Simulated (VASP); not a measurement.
Input of a VASP 6.6.1 run:

File INCAR:

```
  PREC = Accurate
  ENCUT = 600
  EDIFF = 1E-7
  ISMEAR = -1
  SIGMA = 0.15
  LREAL = False
  LASPH = True
  NELM = 100
  ALGO = Normal
  ISIF = 3
  LWAVE = False
  LCHARG = False
  GGA = PS
  IBRION = 2
  NSW = 80
  EDIFFG = -0.001
```

File KPOINTS:

```
Automatic mesh
0
Gamma
  16 16 16
```

File POSCAR:

```
HfH2
1.0
   -1.7321345129      1.7321345129      2.1188357845
    1.7321345129     -1.7321345129      2.1188357845
    1.7321345129      1.7321345129     -2.1188357845
Hf H
1 2
Direct
    0.0000000000      0.0000000000      0.0000000000
    0.7500000000      0.2500000000      0.5000000000
    0.2500000000      0.7500000000      0.5000000000
```

Potentials or basis: VASP PAW PBE potentials, release 64 (Hf_pv, H).

The run is started by

```bash
$ cat potpaw_PBE.64/Hf_pv/POTCAR potpaw_PBE.64/H/POTCAR > POTCAR
$ mpirun -np 1 vasp_std > vasp.out
```

**Question.** Predict the band gap on the k mesh.

**Answer.** Zero (bands 6 and 7 overlap by 1.23 eV).

**Question.** Estimate the space group after relaxing (to 0.1 Å).

**Answer.** I4/mmm (No. 139).

**Question.** Estimate the relaxed volume.

**Answer.** 8.46 Å³/atom.

**Question.** Predict the relaxed cell.

**Answer.** a = 3.239 Å, b = 3.239 Å, c = 3.239 Å, α = 115.60°, β = 115.60°, γ = 97.81°.

Final structure:
```
CELL_PARAMETERS angstrom
-1.72615 1.72615 2.12926
1.72615 -1.72615 2.12926
1.72615 1.72615 -2.12926
ATOMIC_POSITIONS crystal
Hf 0.00000 0.00000 0.00000
H 0.75000 0.25000 0.50000
H 0.25000 0.75000 0.50000
```

Caveat: the PAW data sets were made with another functional, which shifts forces and pressure a little; spin-orbit coupling is left out, which moves the levels of the heavy elements.
